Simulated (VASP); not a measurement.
Here is a VASP 6.6.1 calculation.

File POSCAR:

```
SrCl2
1.0
    2.4567214715      1.4183888029      4.0153159770
   -2.4567214715      1.4183888029      4.0153159770
    0.0000000000     -2.8367776058      4.0153159770
Sr Cl
1 2
Direct
    0.0000000000      0.0000000000      0.0000000000
    0.2499511369      0.2499511369      0.2499511369
    0.7500488631      0.7500488631      0.7500488631
```

Contents of INCAR.step1:

```
SYSTEM = SrCl2
PREC = Accurate
ENCUT = 520
EDIFF = 1E-5
ISMEAR = 0
SIGMA = 0.01
LREAL = .False.
LASPH = .True.
NELM = 100
ALGO = Normal
ISIF = 2
LWAVE = .True.
LCHARG = .False.
GGA = PE
NBANDS = 19
```

File INCAR.step2:

```
SYSTEM = SrCl2
PREC = Accurate
ENCUT = 520
EDIFF = 1E-6
ISMEAR = 0
SIGMA = 0.01
LREAL = .False.
LASPH = .True.
NELM = 100
ALGO = Normal
ISIF = 2
LWAVE = .False.
LCHARG = .False.
GGA = PE
LHFCALC = .True.
HFSCREEN = 0.2079
PRECFOCK = Normal
ISTART = 1
NBANDS = 19
```

KPOINTS

```
regular mesh
0
Gamma
  4 4 4
  0 0 0
```

Potentials or basis: VASP PAW PBE potentials, release 64 (Sr_sv, Cl).

Launch:

```console
$ cat potpaw_PBE.64/Sr_sv/POTCAR potpaw_PBE.64/Cl/POTCAR > POTCAR
$ cp INCAR.step1 INCAR
$ mpirun -np 1 vasp_std > vasp.out
$ cp INCAR.step2 INCAR
$ mpirun -np 1 vasp_std > vasp.out
```

Task: Estimate the band gap on the k mesh.

Result: 6.66 eV (least direct gap 6.81 eV).

Task: What does it give for the pressure?

Result: 1.0 GPa.

Caveat: the PAW data sets were made with another functional, which shifts forces and pressure a little. A k mesh can miss the band edges.
